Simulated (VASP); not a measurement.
Runs of VASP 6.6.1 on NaH (zincblende type). The structure is that of space group F-43m (No. 216), or close to it. The cells are those of the table. 

```csv
cell,gap on the mesh (eV),pressure (GPa)
"a = 3.545 Å, angles 60.0°, 2 atoms",4.14,2.3
"a = 3.672 Å, angles 60.0°, 2 atoms",4.05,(c)
"a = 2.915 Å, angles 60.0°, 2 atoms",4.60,(a)
"a = 2.706 Å, angles 60.0°, 2 atoms",4.74,(b)
```

Alike in all rows: task single point; level r2SCAN; potentials or basis VASP PAW PBE potentials, release 64 (Na_pv, H); no spin polarisation; k mesh 16 × 16 × 16; cutoff (eV) 520; smearing fermi-dirac 0.1 eV.

Q: Estimate the missing entries.

A: (a) 45.7; (b) 91.7; (c) -0.1.

Caveats: the PAW data sets were made with another functional, which shifts forces and pressure a little; the cell stands under pressure (at least some runs).

A k mesh can miss the band edges.
